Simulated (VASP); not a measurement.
Write the native input for VASP 6.6.1 that does the following.

```yaml
Task: single point
Functional: PBE
Potentials_or_basis: VASP PAW PBE potentials, release 64 (Hf_pv, Al, B)
Cutoff: 520 eV
k_mesh: 6 × 6 × 4
Occupations: gaussian, width 0.1 eV
Spin: no spin polarisation
Dipole_correction: no
Further_INCAR_settings: ALGO = Normal; EDIFF = 1e-06; NBANDS = 22
```

The structure of HfAlB4 lies in POSCAR:

```
HfAlB4
1.0
    2.9696202500      0.0000000000      0.0000000000
   -1.4848101300      2.5717665800      0.0000000000
    0.0000000000      0.0000000000      6.4143797500
Hf Al B
1 1 4
Direct
    0.0000000000      0.0000000000      0.0000000000
    0.0000000000      0.0000000000      0.5000000000
    0.3333333300      0.6666666700      0.2500000000
    0.3333333300      0.6666666700      0.7500000000
    0.6666666700      0.3333333300      0.2500000000
    0.6666666700      0.3333333300      0.7500000000
```

These files were run (other wordings do the same):

INCAR

```
SYSTEM = HfAlB4
PREC = Accurate ; ENCUT = 520
EDIFF = 1E-6 ; ISMEAR = 0
SIGMA = 0.1 ; LREAL = .False.
LASPH = .True. ; NELM = 100
ALGO = Normal ; ISIF = 2
LWAVE = .False. ; LCHARG = .False.
GGA = PE ; NBANDS = 22
```

KPOINTS

```
regular mesh
0
Gamma
  6 6 4
  0 0 0
```

Potentials or basis: VASP PAW PBE potentials, release 64 (Hf_pv, Al, B).

The run is started by

```console
$ cat potpaw_PBE.64/Hf_pv/POTCAR potpaw_PBE.64/Al/POTCAR potpaw_PBE.64/B/POTCAR > POTCAR
$ mpirun -np 1 vasp_std > vasp.out
```

It gave:

| Property | Result |
| --- | --- |
| Pressure | 40.0 GPa |
| Largest force | 1.547 eV/Å |

Caveat: the k points lie up to 0.41 Å⁻¹ apart; forces of over 1 eV/Å act on the atoms, so gaps and moduli don't describe the material at rest.

Wall time 12 s on 1 thread of Intel(R) Xeon(R) Platinum 8559C (Emerald Rapids), on a shared host, peak memory 0.18 GiB.
